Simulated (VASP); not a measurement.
## BaO3: single point with PBE

The system is BaO3.

```xyz
4
Lattice="0.0000 3.1722 3.1722 3.1722 0.0000 3.1722 3.1722 3.1722 0.0000" Properties=species:S:1:pos:R:3 pbc="T T T"
Ba    3.1722    3.1722    3.1722
O     1.5861    1.5861    1.5861
O     4.7582    4.7582    4.7582
O     0.0000    0.0000    0.0000
```

The cell was built from a structure type or drawn by symmetry, and may not be a known phase.

| Item | Value |
| --- | --- |
| Program | VASP 6.6.1 |
| Task | single point |
| Functional | PBE |
| Potentials or basis | VASP PAW PBE potentials, release 64 (Ba_sv, O_h) |
| Cutoff | 910 eV |
| k mesh | 6 × 6 × 6 |
| Occupations | gaussian, width 0.1 eV |
| Spin | collinear spin, ferromagnetic start |
| Starting moments | [0.0, 1.0, 1.0, 1.0] μB |

| Quantity | Value |
| --- | --- |
| Pressure | -0.4 GPa |
| Band gap on the k mesh | zero (filled and empty bands overlap) |
| Net moment | 4.00 μB per cell |
| Site moments | Ba +0.01; O +0.73, +0.95 (each value once) μB |
| Valence electrons inside the program's atomic spheres | Ba 7.90; O 3.26, 3.22 (each value once) |

Levels at points of the mesh, in eV from the Fermi level:
Spin up:
```csv
k point,band 14,band 15,band 16,band 17,band 18,band 19
"(0.00, 0.00, 0.00)",-1.03,-1.03,-1.03,7.12,7.12,7.97
"(0.50, 0.00, 0.00)",-1.58,-1.58,-1.45,8.44,8.52,8.52
"(0.50, 0.50, 0.00)",-1.59,-1.20,-1.20,7.44,7.46,8.61
```
Spin down:
```csv
k point,band 10,band 11,band 12,band 13,band 14,band 15
"(0.00, 0.00, 0.00)",-1.58,-0.87,-0.87,-0.87,1.14,1.14
"(0.50, 0.00, 0.00)",-1.34,-0.01,0.04,0.04,0.64,0.64
"(0.50, 0.50, 0.00)",-1.19,-0.03,-0.02,-0.02,0.33,1.04
```

It took 2.1 min on 1 thread of Intel(R) Xeon(R) Platinum 8375C CPU @ 2.90GHz (Ice Lake) (shared host), peak memory 0.45 GiB.

Caveat: the cutoff is under 1.25 times the usual one of these potentials, so pressure, stress and relaxed cells hold a basis-set (Pulay) error; spin-orbit coupling is left out, which moves the levels of the heavy elements.
